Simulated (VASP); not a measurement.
A run of VASP 6.6.1 is set up as follows.

Contents of INCAR:

```
PREC = Accurate
ENCUT = 520
EDIFF = 1E-7
ISMEAR = 0
SIGMA = 0.1
LREAL = False
LASPH = True
NELM = 100
ALGO = Normal
ISIF = 2
LWAVE = False
LCHARG = False
GGA = PS
NBANDS = 21
```

KPOINTS

```
regular mesh
0
Gamma
  12 12 6
```

POSCAR

```
Ge
1.0
    2.3868228466      0.0000000000      0.0000000000
   -1.1934114233      2.0670492195      0.0000000000
    0.0000000000      0.0000000000      3.7780126532
Ge
2
Direct
    0.3333333333      0.6666666667      0.2500000000
    0.6666666667      0.3333333333      0.7500000000
```

Potentials or basis: VASP PAW PBE potentials, release 64 (Ge_d).

The run is started by

```bash
$ cat potpaw_PBE.64/Ge_d/POTCAR > POTCAR
$ mpirun -np 1 vasp_std > vasp.out
```

Q: Estimate the pressure.

A: 230.7 GPa.

Q: Predict the band gap on the k mesh.

A: Zero (bands 14 and 15 overlap by 17.88 eV).

Stress tensor (GPa, compression positive):
```
223.58   0.00   0.00
  0.00 223.58   0.00
  0.00   0.00 244.95
```

Caveat: the cell stands under pressure; the PAW data sets were made with another functional, which shifts forces and pressure a little.
